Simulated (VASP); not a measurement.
Here is a VASP 6.6.1 calculation.

The input INCAR:

```
SYSTEM = SrVO3
PREC     = Accurate       ! precision mode
ENCUT    = 520            ! plane-wave cutoff, eV
EDIFF    = 1E-6           ! SCF threshold, eV
ISMEAR   = 0              ! smearing method
SIGMA    = 0.1            ! smearing width, eV
LREAL    = .FALSE.        ! projectors in reciprocal space
LASPH    = .TRUE.         ! aspherical terms in the spheres
NELM     = 150            ! most SCF steps
ALGO     = Normal         ! electronic algorithm
ISIF     = 2              ! what is computed and relaxed
LWAVE    = .FALSE.        ! write WAVECAR
LCHARG   = .FALSE.        ! write CHGCAR
ISPIN    = 2              ! spin polarisation
MAGMOM   = 0 0.29 0 0 0   ! initial moments
LORBIT   = 11             ! projections on sites
LMAXMIX  = 4              ! l up to which the mixer works
GGA      = PE             ! functional
NBANDS   = 32             ! bands
```

The input KPOINTS:

```
regular mesh
0
G
  10 10 10
  0 0 0
```

File POSCAR:

```
SrVO3
1.0
    3.8970711064      0.0000000000      0.0000000000
    0.0000000000      3.8970711064      0.0000000000
    0.0000000000      0.0000000000      3.8970711064
Sr V O
1 1 3
Direct
    0.5000000000      0.5000000000      0.5000000000
    0.0000000000      0.0000000000      0.0000000000
    0.5000000000      0.0000000000      0.0000000000
    0.0000000000      0.5000000000      0.0000000000
    0.0000000000      0.0000000000      0.5000000000
```

Potentials or basis: VASP PAW PBE potentials, release 64 (Sr_sv, V_sv, O).

Command:

```bash
$ cat potpaw_PBE.64/Sr_sv/POTCAR potpaw_PBE.64/V_sv/POTCAR potpaw_PBE.64/O/POTCAR > POTCAR
$ mpirun -np 1 vasp_std > vasp.out
```

**Question.** What does it give for the site moments?

**Answer.** Sr +0.00; V +0.36; O -0.00 μB.

**Question.** Estimate the pressure.

**Answer.** -4.2 GPa.

Caveat: the cell stands under tension; a moment this small can come from the mesh or the smearing.
